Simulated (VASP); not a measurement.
# Si2Ge (P-3m1) in VASP: notebook, part 2 of 2

VASP 6.6.1.

### Step 4. Relaxation of cell and atoms, PBE

This run uses another cell than the first one, of 20.81 Å³/atom, 0.971 times its volume.

INCAR

```
PREC = Accurate ; ENCUT = 600
EDIFF = 1E-7 ; ISMEAR = 0
SIGMA = 0.2 ; LREAL = F
LASPH = T ; NELM = 60
ALGO = Normal ; ISIF = 3
LWAVE = F ; LCHARG = F
GGA = PE ; IBRION = 2
NSW = 36 ; EDIFFG = -0.08
```

KPOINTS

```
regular mesh
0
Gamma
  5 5 2
```

POSCAR

```
Si2Ge
1.0
    3.8900000000      0.0000000000      0.0000000000
   -1.9450000000      3.3688388200      0.0000000000
    0.0000000000      0.0000000000      9.5300000000
Si Ge
4 2
Direct
    0.0000000000      0.0000000000      0.8750000000
    0.0000000000      0.0000000000      0.1250000000
    0.3333333300      0.6666666700      0.5417000000
    0.6666666700      0.3333333300      0.4583000000
    0.3333333300      0.6666666700      0.7917000000
    0.6666666700      0.3333333300      0.2083000000
```

Potentials or basis: VASP PAW PBE potentials, release 64 (Si, Ge_d).

Started as:

```bash
$ cat potpaw_PBE.64/Si/POTCAR potpaw_PBE.64/Ge_d/POTCAR > POTCAR
$ mpirun -np 1 vasp_std > vasp.out
```

OUTCAR:

```text
PREC = Accurate
   ENCUT = 600
   EDIFF = 1E-7
   ISMEAR = 0
   LREAL = F
   LASPH = T
   NELM = 60
   ISIF = 3
   GGA = PE
   IBRION = 2
   NSW = 36
   EDIFFG = -0.08

 ion  position               nearest neighbor table
   1  0.000  0.000  0.875-   5 2.38   5 2.38   5 2.38   2 2.38
   2  0.000  0.000  0.125-   6 2.38   6 2.38   6 2.38   1 2.38
   3  0.333  0.667  0.542-   4 2.38   4 2.38   4 2.38   5 2.38
   4  0.667  0.333  0.458-   3 2.38   3 2.38   3 2.38   6 2.38
   5  0.333  0.667  0.792-   1 2.38   1 2.38   1 2.38   3 2.38
   6  0.667  0.333  0.208-   2 2.38   2 2.38   2 2.38   4 2.38

  LATTYP: Found a hexagonal cell.
 ALAT       =     3.8900000000
 C/A-ratio  =     2.4498714653

  Lattice vectors:

 A1 = (   3.8900000000,   0.0000000000,   0.0000000000)
 A2 = (  -1.9450000000,   3.3688388200,   0.0000000000)
 A3 = (   0.0000000000,   0.0000000000,   9.5300000000)

Analysis of symmetry for initial positions (statically):
=====================================================================
 Subroutine PRICEL returns:
 Original cell was already a primitive cell.

 Routine SETGRP: Setting up the symmetry group for a
 hexagonal supercell.

 Subroutine GETGRP returns: Found 12 space group operations
 (whereof 12 operations were pure point group operations)
 out of a pool of 24 trial point group operations.

The static configuration has the point symmetry D_3d.

Analysis of symmetry for dynamics (positions and initial velocities):
=====================================================================
 Subroutine PRICEL returns:
 Original cell was already a primitive cell.

 Routine SETGRP: Setting up the symmetry group for a
 hexagonal supercell.

 Subroutine GETGRP returns: Found 12 space group operations
 (whereof 12 operations were pure point group operations)
 out of a pool of 24 trial point group operations.

[... 98 lines left out ...]
   NFREE  =      1    steps in history (QN), initial steepest desc. (CG)
   ISIF   =      3    stress and relaxation
   ISYM   =      2    0-nonsym 1-usesym 2-fastsym
   POTIM  = 0.5000    time-step for ionic-motion
   TEBEG  =    0.0;   TEEND  =   0.0 temperature during run
   PSTRESS=    0.0 pullay stress
   NELECT =      44.0000    total number of electrons
   NUPDOWN=      -1.0000    fix difference up-down
   EMIN   =  10.00;   EMAX   =-10.00  energy-range for DOS
   EFERMI =   0.00;   METHOD = LEGACY
   ISMEAR =     0;   SIGMA  =   0.20  broadening in eV -4-tet -1-fermi 0-gaus
   EFERMI_NEDOS =   21; number of points for ismear=-14 and -15
   IALGO  =     38    algorithm
   IMIX   =      4    mixing-type and parameters
     AMIX     =   0.40;   BMIX     =  1.00
     AMIX_MAG =   1.60;   BMIX_MAG =  1.00
  volume/ion in A,a.u.               =      20.81       140.46
  Fermi-wavevector in a.u.,A,eV,Ry     =   1.156249  2.184994 18.189798  1.336912
  Thomas-Fermi vector in A             =   2.292871
   LORBIT       =      0    0 simple, 1 ext, 2 COOP (PROOUT), +10 PAW based schemes
   GGA     = PE    functional components
   LHFCALC =     F    Hartree Fock is set to
   AEXX    =    0.0000 exact exchange contribution
   IVDW    =     0    specifies the selected vdW correction
   LEPSILON=     F    determine dielectric tensor
   LRPA    =     F    only Hartree local field effects (RPA)
 conjugate gradient relaxation of ions
 non-spin polarized calculation
 Gauss-broadening in eV      SIGMA  =   0.20
  energy-cutoff  :      600.00
  volume of cell :      124.89
 maximum number of plane-waves:      4209
 NGX is ok and might be reduce to    32
   NGX = 15   NGY = 15   NGZ = 39

--------------------------------------- Ionic step        1  -------------------------------------------

 number of electron      44.0000014 magnetization

 Free energy of the ion-electron system (eV)
  ---------------------------------------------------
  ext. energy  EPLUGINS =         0.00000000
  ---------------------------------------------------
  free energy    TOTEN  =       -30.47247900 eV

  energy without entropy =      -30.47187245  energy(sigma->0) =      -30.47217573

------------------------ aborting loop because EDIFF is reached ----------------------------------------

  FORCE on cell =-STRESS in cart. coord.  units (eV):
  Direction    XX          YY          ZZ          XY          YZ          ZX
  --------------------------------------------------------------------------------------
  -------------------------------------------------------------------------------------
  Total        2.0770257      2.0770257      1.4526591      0.0000000     -0.0000000      0.0000000
  in kB       26.6458587     26.6458586     18.6359514      0.0000000     -0.0000000      0.0000000
  external PRESSURE =      23.9758896 kB  Pullay stress =       0.0000000 kB
[... 107 lines left out ...]
--------------------------------------- Ionic step        4  -------------------------------------------

 number of electron      44.0000008 magnetization

 Free energy of the ion-electron system (eV)
  ---------------------------------------------------
  ext. energy  EPLUGINS =         0.00000000
  ---------------------------------------------------
  free energy    TOTEN  =       -30.52046738 eV

  energy without entropy =      -30.51986127  energy(sigma->0) =      -30.52016433

 E-fermi :   5.6587     XC(G=0):  -9.4930

 val. band max:        5.3054932507   @ k =   0.0000   0.0000   0.0000
 cond. band min:       6.0474460157   @ k =   0.4000   0.0000   0.0000
 fundamental gap:      0.7419527650
 Fermi energy:         5.6586655091

 k-point     1 :       0.0000    0.0000    0.0000
  band No.  band energies     occupation
      1     -18.9396      2.00000
      2     -18.9391      2.00000
      3     -18.9322      2.00000
      4     -18.9322      2.00000
      5     -18.9320      2.00000
      6     -18.9320      2.00000
[... 312 lines left out ...]
  FREE ENERGIE OF THE ION-ELECTRON SYSTEM (eV)
  ---------------------------------------------------
  free  energy   TOTEN  =       -30.5204673846 eV

  energy  without entropy=      -30.5198612687  energy(sigma->0) =      -30.52016433

 reached required accuracy - stopping structural energy minimisation
```

OSZICAR:

```text
N       E                     dE             d eps       ncg     rms          rms(c)
DAV:   1     0.326422495180E+03    0.32642E+03   -0.22665E+04   612   0.334E+03
DAV:   2     0.243831396109E+02   -0.30204E+03   -0.29568E+03   520   0.712E+02
DAV:   3    -0.286110537862E+02   -0.52994E+02   -0.51696E+02   638   0.181E+02
[... 39 lines left out ...]
DAV:   4    -0.305204843111E+02    0.84803E-04   -0.31518E-04   628   0.224E-01    0.365E-02
DAV:   5    -0.305204664828E+02    0.17828E-04   -0.26950E-05   664   0.537E-02    0.165E-02
DAV:   6    -0.305204667375E+02   -0.25463E-06   -0.42721E-06   634   0.313E-02    0.550E-03
DAV:   7    -0.305204674548E+02   -0.71732E-06   -0.59289E-07   666   0.978E-03    0.168E-03
DAV:   8    -0.305204673846E+02    0.70169E-07   -0.59211E-08   316   0.359E-03
   4 F= -.30520467E+02 E0= -.30520164E+02  d E =-.234175E-02
```

CONTCAR:

```text
Si2Ge
   1.00000000000000
     3.9321656885687628    0.0000000000000000   -0.0000000000000000
    -1.9660828442843814    3.4053553774452299    0.0000000000000000
     0.0000000000000000   -0.0000000000000000    9.5912120745295315
  Si              Ge
     4     2
Direct
     0.0000000000000000    0.0000000000000000    0.8772980829587121
     1.0000000000000000    1.0000000000000000    0.1227019170412878
     0.3333333300000021    0.6666666699999979    0.5392317664352879
     0.6666666699999979    0.3333333300000021    0.4607682335647121
     0.3333333300000021    0.6666666699999979    0.7921489606902874
     0.6666666699999979    0.3333333300000021    0.2078510393097126

  0.00000000E+00  0.00000000E+00  0.00000000E+00
  0.00000000E+00  0.00000000E+00  0.00000000E+00
  0.00000000E+00  0.00000000E+00  0.00000000E+00
  0.00000000E+00  0.00000000E+00  0.00000000E+00
  0.00000000E+00  0.00000000E+00  0.00000000E+00
  0.00000000E+00  0.00000000E+00  0.00000000E+00
```

Wall time 1.9 min (1 thread of Intel Xeon 6975P-C, shared host); peak memory 0.29 GiB.

What came out:

```yaml
Free_energy: -30.5205 eV
Relaxed_volume: 21.41 Å³/atom
Relaxed_cell: a = 3.932 Å, b = 3.932 Å, c = 9.591 Å, α = 90.00°, β = 90.00°, γ = 120.00°
Space_group_after_relaxing_to_0.05_Å: P-3m1 (No. 164)
Energy_gained_by_relaxing: 8.0 meV/atom
Ionic_steps: 4
Pressure_after_relaxing: 0.0 GPa
Largest_force_after_relaxing: 0.014 eV/Å
Band_gap_on_the_k_mesh: 0.74 eV, indirect (least direct gap 1.07 eV)
```

Forces in eV/Å, atoms in the order of the input:
```
Si   0.000  0.000 -0.012
Si   0.000  0.000  0.012
Si   0.000  0.000 -0.001
Si   0.000  0.000  0.001
Ge   0.000  0.000  0.014
Ge   0.000  0.000 -0.014
```

Stress tensor (GPa, compression positive):
```
 0.04  0.00  0.00
 0.00  0.04  0.00
 0.00  0.00 -0.06
```

Step by step:
```tsv
step	energy change (eV)	largest force (eV/Å)	pressure (GPa)	volume (Å³)
1	0.0000	0.4795	2.40	124.89
2	-0.0390	0.0592	-1.26	130.60
3	-0.0456	0.1479	-0.31	128.98
4	-0.0480	0.0138	0.01	128.43
```

Final structure:
```
CELL_PARAMETERS angstrom
3.93217 0.00000 0.00000
-1.96608 3.40536 0.00000
0.00000 0.00000 9.59121
ATOMIC_POSITIONS crystal
Si 0.00000 0.00000 0.87730
Si 0.00000 0.00000 0.12270
Si 0.33333 0.66667 0.53923
Si 0.66667 0.33333 0.46077
Ge 0.33333 0.66667 0.79215
Ge 0.66667 0.33333 0.20785
```

Levels at points of the mesh, in eV from the valence-band top:
```tsv
k point	band 19	band 20	band 21	band 22	band 23	band 24	band 25	band 26
(0.00, 0.00, 0.00)	-0.96	0.00	0.00	0.00	1.07	1.24	1.98	2.47
(0.00, 0.00, 0.50)	-0.58	-0.58	-0.38	-0.38	0.97	1.79	1.80	2.97
```

Caveat: the relaxation stopped at a loose force limit of 0.08 eV/Å, so its end isn't a converged minimum. A k mesh can miss the band edges.

### Step 5. Overview

| task | cell | cutoff (eV) | gap on the mesh (eV) | pressure (GPa) | largest force (eV/Å) |
| --- | --- | --- | --- | --- | --- |
| single point | a = 3.933, b = 3.933, c = 9.599 Å, angles 90.0, 90.0, 120.0°, 6 atoms | 520 | 0.74 | -0.1 | 0.03 |
| single point | a = 3.935, b = 3.935, c = 9.597 Å, angles 90.0, 90.0, 120.0°, 6 atoms | 520 | 0.55 | 0.0 | 0.02 |
| relaxation of cell and atoms | relaxed from a = 3.890, b = 3.890, c = 9.530 Å, angles 90.0, 90.0, 120.0°, 6 atoms | 600 | 0.74 | 0.0 | 0.01 |

Alike in all rows: level PBE; potentials or basis VASP PAW PBE potentials, release 64 (Si, Ge_d); no spin polarisation; k mesh 5 × 5 × 2; smearing gaussian 0.2 eV.

Caveats: the relaxation stopped at a loose force limit of 0.08 eV/Å, so its end isn't a converged minimum (some runs).

Absolute energies hang on the potentials; compare differences alone.
